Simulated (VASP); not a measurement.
A run of VASP 6.6.1:

File INCAR:

```
  PREC = Accurate
  ENCUT = 520
  EDIFF = 1E-6
  ISMEAR = 0
  SIGMA = 0.026000000000000002
  LREAL = F
  LASPH = T
  NELM = 80
  ALGO = Normal
  ISIF = 2
  LWAVE = F
  LCHARG = F
  GGA = PE
  NBANDS = 15
```

KPOINTS

```
regular mesh
0
Gamma
  9 9 9
```

Contents of POSCAR:

```
SrO
1.0
    0.0000000000      2.5663000000      2.5663000000
    2.5663000000      0.0000000000      2.5663000000
    2.5663000000      2.5663000000      0.0000000000
Sr O
1 1
Direct
    0.5000000000      0.5000000000      0.5000000000
    0.0000000000      0.0000000000      0.0000000000
```

Potentials or basis: VASP PAW PBE potentials, release 64 (Sr_sv, O).

Run with:

```bash
$ cat potpaw_PBE.64/Sr_sv/POTCAR potpaw_PBE.64/O/POTCAR > POTCAR
$ mpirun -np 1 vasp_std > vasp.out
```

Hardware: 1 thread of AMD EPYC 9R45 96-Core Processor (Zen 5), on a shared host.

Task: Estimate the wall time of this run.

Result: It took 10 s on 1 thread of AMD EPYC 9R45 96-Core Processor (Zen 5), with other jobs on the host, peak memory 0.13 GiB. Counts: scf iterations 13, k points 35.
